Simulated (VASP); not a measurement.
## TiAl3: single point with PBE

Crystal: TiAl3.

```xyz
4
Lattice="-1.9227 1.9227 3.9880 1.9227 -1.9227 3.9880 1.9227 1.9227 -3.9880" Properties=species:S:1:pos:R:3 pbc="T T T"
Ti    0.0000    0.0000    0.0000
Al    0.0000    0.0000    3.9880
Al    0.0000    1.9227    1.9940
Al    1.9227    0.0000    1.9940
```

This cell differs from its parent crystal: strain -0.0750 x Voigt [0, 0, 1, 0, 0, 0].

```json
{"Program": "VASP 6.6.1", "Task": "single point", "Functional": "PBE", "Potentials or basis": "VASP PAW PBE potentials, release 64 (Ti_sv, Al)", "Cutoff": "520 eV", "k mesh": "18 × 18 × 18", "Occupations": "gaussian, width 0.15 eV", "Spin": "no spin polarisation", "Dipole correction": "no", "Further INCAR settings": "ALGO = Fast; EDIFF = 1e-07; NBANDS = 18"}
```

| Quantity | Value |
| --- | --- |
| Pressure | 9.8 GPa |
| Band gap on the k mesh | zero (an odd number of electrons rules out a gap without spin polarisation) |

Stress tensor (GPa, compression positive):
```
 5.07  0.00  0.00
 0.00  5.07  0.00
 0.00  0.00 19.36
```

Levels at points of the mesh, in eV from the Fermi level:
```tsv
k point	band 8	band 9	band 10	band 11	band 12	band 13	band 14	band 15
(0.00, 0.00, 0.00)	-1.70	-1.60	-1.60	0.72	1.45	1.45	2.19	2.45
(0.50, 0.00, 0.00)	-2.63	-1.40	-0.13	0.36	1.72	1.76	2.75	2.93
(0.50, 0.50, 0.00)	-3.91	-2.97	-2.09	-0.88	1.68	1.88	3.12	3.33
(0.50, 0.50, 0.50)	-1.38	-1.38	-0.32	0.65	0.65	0.94	3.25	5.10
```

It took 73 min on 1 thread of Intel(R) Xeon(R) Platinum 8259CL CPU @ 2.50GHz (Skylake/Cascade Lake), on a shared host, peak memory 0.6 GiB.

Caveat: the cell differs from its parent crystal (strain -0.0750 x Voigt [0, 0, 1, 0, 0, 0]); the stress differs along the axes, from 5 to 19 GPa.
